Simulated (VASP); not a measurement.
# MoS (Fm-3m) in VASP: further runs, part 2 of 3

VASP 6.6.1. Earlier steps stand in the parts before.

## (3) Single point, PBE, collinear spin

This run uses another cell than the first one, of 17.05 Å³/atom.

The input, INCAR:

```
SYSTEM = MoS
  PREC = Accurate
  ENCUT = 520
  EDIFF = 1E-7
  ISMEAR = 0
  SIGMA = 0.1
  LREAL = .False.
  LASPH = .True.
  NELM = 150
  ALGO = Normal
  ISIF = 2
  LWAVE = .False.
  LCHARG = .False.
  ISPIN = 2
  MAGMOM = 3.5 0
  LORBIT = 11
  LMAXMIX = 4
  GGA = PE
  NBANDS = 21
```

The input, KPOINTS:

```
Automatic mesh
0
Gamma
  14 14 14
  0 0 0
```

The input, POSCAR:

```
MoS
1.0
    0.0000000000      2.5738958769      2.5738958769
    2.5738958769      0.0000000000      2.5738958769
    2.5738958769      2.5738958769      0.0000000000
Mo S
1 1
Direct
    0.0000000000      0.0000000000      0.0000000000
    0.5000000000      0.5000000000      0.5000000000
```

Potentials or basis: VASP PAW PBE potentials, release 64 (Mo_sv, S).

Launch:

```sh
cat potpaw_PBE.64/Mo_sv/POTCAR potpaw_PBE.64/S/POTCAR > POTCAR
mpirun -np 1 vasp_std > vasp.out
```

OUTCAR:

```text
SYSTEM = MoS
   PREC = Accurate
   ENCUT = 520
   EDIFF = 1E-7
   ISMEAR = 0
   LREAL = .False.
   LASPH = .True.
   NELM = 150
   ISIF = 2
   ISPIN = 2
   LORBIT = 11
   GGA = PE

 ion  position               nearest neighbor table
   1  0.000  0.000  0.000-   2 2.57   2 2.57   2 2.57   2 2.57   2 2.57   2 2.57
   2  0.500  0.500  0.500-   1 2.57   1 2.57   1 2.57   1 2.57   1 2.57   1 2.57

  LATTYP: Found a face centered cubic cell.
 ALAT       =     5.1477917538

  Lattice vectors:

 A1 = (   0.0000000000,   2.5738958769,   2.5738958769)
 A2 = (   2.5738958769,   0.0000000000,   2.5738958769)
 A3 = (   2.5738958769,   2.5738958769,   0.0000000000)

Analysis of symmetry for initial positions (statically):
=====================================================================
 Subroutine PRICEL returns:
 Original cell was already a primitive cell.

 Routine SETGRP: Setting up the symmetry group for a
 face centered cubic supercell.

 Subroutine GETGRP returns: Found 48 space group operations
 (whereof 48 operations were pure point group operations)
 out of a pool of 48 trial point group operations.

The static configuration has the point symmetry O_h .

Analysis of symmetry for dynamics (positions and initial velocities):
=====================================================================
 Subroutine PRICEL returns:
 Original cell was already a primitive cell.

 Routine SETGRP: Setting up the symmetry group for a
 face centered cubic supercell.

 Subroutine GETGRP returns: Found 48 space group operations
 (whereof 48 operations were pure point group operations)
 out of a pool of 48 trial point group operations.

The dynamic configuration has the point symmetry O_h .

Analysis of structural, dynamic, and magnetic symmetry:
=====================================================================
 Subroutine PRICEL returns:
 Original cell was already a primitive cell.

 Routine SETGRP: Setting up the symmetry group for a
 face centered cubic supercell.

 Subroutine GETGRP returns: Found 48 space group operations
 (whereof 48 operations were pure point group operations)
 out of a pool of 48 trial point group operations.

The overall configuration has the point symmetry O_h .

 Subroutine INISYM returns: Found 48 space group operations
 (whereof 48 operations are pure point group operations),
 and found     1 'primitive' translations

----------------------------------------------------------------------------------------

                                     Primitive cell

  volume of cell :      34.1038

  direct lattice vectors                    reciprocal lattice vectors
     0.000000000  2.573895877  2.573895877    -0.194258052  0.194258052  0.194258052
     2.573895877  0.000000000  2.573895877     0.194258052 -0.194258052  0.194258052
     2.573895877  2.573895877  0.000000000     0.194258052  0.194258052 -0.194258052

  length of vectors
     3.640038457  3.640038457  3.640038457     0.336464816  0.336464816  0.336464816

  position of ions in fractional coordinates (direct lattice)
     0.000000000  0.000000000  0.000000000
     0.500000000  0.500000000  0.500000000

  ion indices of the primitive-cell ions
   primitive index   ion index
                 1           1
                 2           2
[... 64 lines left out ...]
   ISTART =      0    job   : 0-new  1-cont  2-samecut
   ICHARG =      2    charge: 1-file 2-atom 10-const
   ISPIN  =      2    spin polarized calculation?
   LNONCOLLINEAR =      F non collinear calculations
   LSORBIT =      F    spin-orbit coupling
   LASPH  =      T    aspherical Exc in radial PAW
   ENCUT  =  520.0 eV  38.22 Ry    6.18 a.u.   6.77  6.77  6.77*2*pi/ulx,y,z
   NELM   =    150;   NELMIN=  2; NELMDL= -5     # of ELM steps
   EDIFF  = 0.1E-06   stopping-criterion for ELM
   LREAL  =      F    real-space projection
   EDIFFG = 0.1E-05   stopping-criterion for IOM
   NSW    =      0    number of steps for IOM
   IBRION =     -1    ionic relax: 0-MD 1-quasi-New 2-CG
   NFREE  =      0    steps in history (QN), initial steepest desc. (CG)
   ISIF   =      2    stress and relaxation
   ISYM   =      2    0-nonsym 1-usesym 2-fastsym
   POTIM  = 0.5000    time-step for ionic-motion
   TEBEG  =    0.0;   TEEND  =   0.0 temperature during run
   PSTRESS=    0.0 pullay stress
   NELECT =      20.0000    total number of electrons
   NUPDOWN=      -1.0000    fix difference up-down
   EMIN   =  10.00;   EMAX   =-10.00  energy-range for DOS
   EFERMI =   0.00;   METHOD = LEGACY
   ISMEAR =     0;   SIGMA  =   0.10  broadening in eV -4-tet -1-fermi 0-gaus
   EFERMI_NEDOS =   21; number of points for ismear=-14 and -15
   IALGO  =     38    algorithm
   IMIX   =      4    mixing-type and parameters
     AMIX     =   0.40;   BMIX     =  1.00
     AMIX_MAG =   1.60;   BMIX_MAG =  1.00
  volume/ion in A,a.u.               =      17.05       115.07
  Fermi-wavevector in a.u.,A,eV,Ry     =   1.370305  2.589501 25.548140  1.877735
  Thomas-Fermi vector in A             =   2.496103
   LORBIT       =     11    0 simple, 1 ext, 2 COOP (PROOUT), +10 PAW based schemes
   GGA     = PE    functional components
   LHFCALC =     F    Hartree Fock is set to
   AEXX    =    0.0000 exact exchange contribution
   IVDW    =     0    specifies the selected vdW correction
   LEPSILON=     F    determine dielectric tensor
   LRPA    =     F    only Hartree local field effects (RPA)
 spin polarized calculation
 Gauss-broadening in eV      SIGMA  =   0.10
  energy-cutoff  :      520.00
  volume of cell :       34.10
 maximum number of plane-waves:       941
   NGX = 13   NGY = 13   NGZ = 13

 number of electron      20.0000001 magnetization       1.0168079

 Free energy of the ion-electron system (eV)
  ---------------------------------------------------
  ext. energy  EPLUGINS =         0.00000000
  ---------------------------------------------------
  free energy    TOTEN  =       -14.46484744 eV

  energy without entropy =      -14.45064299  energy(sigma->0) =      -14.45774522

 E-fermi :   9.9247     XC(G=0): -11.6974

 val. band max:        9.9175001524   @ k =  -0.3571   0.2143   0.0714
 cond. band min:       9.9297630931   @ k =   0.3571   0.2143   0.0000
 fundamental gap:      0.0122629407
 Fermi energy:         9.9246640096

 spin component 1

 k-point     1 :       0.0000    0.0000    0.0000
  band No.  band energies     occupation
      1     -51.8366      1.00000
      2     -25.9258      1.00000
      3     -25.9258      1.00000
      4     -25.9258      1.00000
      5      -5.7047      1.00000
      6       7.0394      1.00000
[... 565 lines left out ...]
     20      24.5315      0.00000
     21      27.5928      0.00000

 [... further k-points ...]

 spin component 2

 k-point     1 :       0.0000    0.0000    0.0000
  band No.  band energies     occupation
      1     -51.2381      1.00000
      2     -25.2672      1.00000
      3     -25.2672      1.00000
      4     -25.2672      1.00000
      5      -5.6454      1.00000
      6       7.0692      1.00000
[... 565 lines left out ...]
     20      24.7263      0.00000
     21      27.9027      0.00000

 [... further k-points ...]

------------------------ aborting loop because EDIFF is reached ----------------------------------------

  FORCE on cell =-STRESS in cart. coord.  units (eV):
  Direction    XX          YY          ZZ          XY          YZ          ZX
  --------------------------------------------------------------------------------------
  -------------------------------------------------------------------------------------
  Total       -2.7926797     -2.7926797     -2.7926797      0.0000000      0.0000000      0.0000000
  in kB     -131.1984765   -131.1984765   -131.1984765      0.0000000      0.0000000      0.0000000
  external PRESSURE =    -131.1984765 kB  Pullay stress =       0.0000000 kB

 VOLUME and BASIS-vectors are now :
 -----------------------------------------------------------------------------
  energy-cutoff  :      520.00
  volume of cell :       34.10
      direct lattice vectors                 reciprocal lattice vectors
     0.000000000  2.573895877  2.573895877    -0.194258052  0.194258052  0.194258052
     2.573895877  0.000000000  2.573895877     0.194258052 -0.194258052  0.194258052
     2.573895877  2.573895877  0.000000000     0.194258052  0.194258052 -0.194258052

 POSITION                                       TOTAL-FORCE (eV/Angst)
 -----------------------------------------------------------------------------------
      0.00000      0.00000      0.00000        -0.000000     -0.000000     -0.000000
      2.57390      2.57390      2.57390         0.000000      0.000000      0.000000
 -----------------------------------------------------------------------------------
    total drift:                               -0.000000      0.000000      0.000000

  FREE ENERGIE OF THE ION-ELECTRON SYSTEM (eV)
  ---------------------------------------------------
  free  energy   TOTEN  =       -14.4648474439 eV

  energy  without entropy=      -14.4506429910  energy(sigma->0) =      -14.45774522

 total charge

# of ion       s       p       d       tot
------------------------------------------
    1        2.194   6.085   3.941  12.221
    2        1.309   2.359   0.000   3.668
--------------------------------------------------
tot          3.503   8.444   3.941  15.888

 magnetization (x)

# of ion       s       p       d       tot
------------------------------------------
    1        0.015   0.006   0.890   0.911
    2        0.002   0.002   0.000   0.004
--------------------------------------------------
tot          0.017   0.008   0.890   0.914
```

It took 18 min on 1 thread of Intel Xeon Platinum 8259CL at 2.50GHz (Skylake/Cascade Lake), shared host; peak memory 0.26 GiB.

What came out:

* Free energy: -14.4648 eV
* Pressure: -13.1 GPa
* Net moment: 1.02 μB per cell
* Site moments: Mo +0.91; S +0.00 μB
* Valence electrons inside the program's atomic spheres: Mo 12.22; S 3.67

Levels at points of the mesh, in eV from the Fermi level:
Spin up:
```
           k point  band 6  band 7  band 8  band 9  band 10  band 11  band 12  band 13  band 14  band 15
(0.00, 0.00, 0.00)   -2.89   -2.89   -2.89   -2.28    -2.28    -2.28    -1.86    -1.86     2.39     8.70
(0.50, 0.00, 0.00)   -7.93   -5.83   -5.83   -0.37    -0.37     0.23     2.53     3.98     3.98     6.13
(0.50, 0.50, 0.00)   -6.28   -4.13   -4.13   -3.83    -1.00     0.19     0.19     1.16     2.57     9.49
```
Spin down:
| k point | band 6 | band 7 | band 8 | band 9 | band 10 | band 11 | band 12 | band 13 |
| --- | --- | --- | --- | --- | --- | --- | --- | --- |
| (0.00, 0.00, 0.00) | -2.86 | -2.86 | -2.86 | -1.63 | -1.63 | -1.63 | -1.39 | -1.39 |
| (0.50, 0.00, 0.00) | -7.74 | -5.62 | -5.62 | 0.41 | 0.41 | 0.94 | 2.69 | 4.35 |
| (0.50, 0.50, 0.00) | -6.20 | -4.07 | -4.07 | -3.29 | -0.52 | 1.03 | 1.03 | 1.66 |

Caveat: the cell stands under tension.

## (4) Single point, PBE, collinear spin

This run uses another cell than the first one, of 18.27 Å³/atom.

The input, INCAR:

```
SYSTEM = MoS
PREC = Accurate
ENCUT = 520
EDIFF = 1E-6
ISMEAR = 0
SIGMA = 0.1
LREAL = .False.
LASPH = .True.
NELM = 150
ALGO = Normal
ISIF = 2
LWAVE = .False.
LCHARG = .False.
ISPIN = 2
MAGMOM = 3.5 0
LORBIT = 11
LMAXMIX = 4
GGA = PE
NBANDS = 21
```

The input, KPOINTS:

```
regular mesh
0
Gamma
  14 14 14
  0 0 0
```

The input, POSCAR:

```
MoS
1.0
    0.0000000000      2.6337752688      2.6337752688
    2.6337752688      0.0000000000      2.6337752688
    2.6337752688      2.6337752688      0.0000000000
Mo S
1 1
Direct
    0.0000000000      0.0000000000      0.0000000000
    0.5000000000      0.5000000000      0.5000000000
```

Launch:

```sh
cat potpaw_PBE.64/Mo_sv/POTCAR potpaw_PBE.64/S/POTCAR > POTCAR
mpirun -np 1 vasp_std > vasp.out
```

Wall time 1.9 min (1 thread of Intel Xeon Platinum 8259CL at 2.50GHz (Skylake/Cascade Lake), shared host); peak memory 0.25 GiB.

The run converged. Its results:

| Quantity | Value |
| --- | --- |
| Free energy | -14.3099 eV |
| Pressure | -10.6 GPa |
| Net moment | 2.60 μB per cell |
| Site moments | Mo +2.28; S +0.01 μB |
| Valence electrons inside the program's atomic spheres | Mo 12.17; S 3.67 |

Levels at points of the mesh, in eV from the Fermi level:
Spin up:
```csv
k point,band 7,band 8,band 9,band 10,band 11,band 12,band 13,band 14,band 15,band 16
"(0.00, 0.00, 0.00)",-2.74,-2.74,-2.31,-2.31,-2.31,-1.79,-1.79,1.80,8.66,11.01
"(0.50, 0.00, 0.00)",-5.49,-5.49,-0.65,-0.65,-0.12,2.50,3.49,3.49,6.00,6.00
"(0.50, 0.50, 0.00)",-3.92,-3.92,-3.66,-1.03,-0.18,-0.18,0.82,2.15,8.96,9.13
```
Spin down:
| k point | band 6 | band 7 | band 8 | band 9 | band 10 | band 11 | band 12 | band 13 |
| --- | --- | --- | --- | --- | --- | --- | --- | --- |
| (0.00, 0.00, 0.00) | -2.67 | -2.67 | -2.67 | -0.64 | -0.64 | -0.64 | -0.61 | -0.61 |
| (0.50, 0.00, 0.00) | -7.03 | -4.99 | -4.99 | 1.31 | 1.31 | 1.69 | 2.97 | 4.44 |
| (0.50, 0.50, 0.00) | -5.73 | -3.78 | -3.78 | -2.26 | 0.21 | 1.92 | 1.92 | 2.08 |

Caveat: the cell stands under tension.

(Continued in part 3 of 3.)
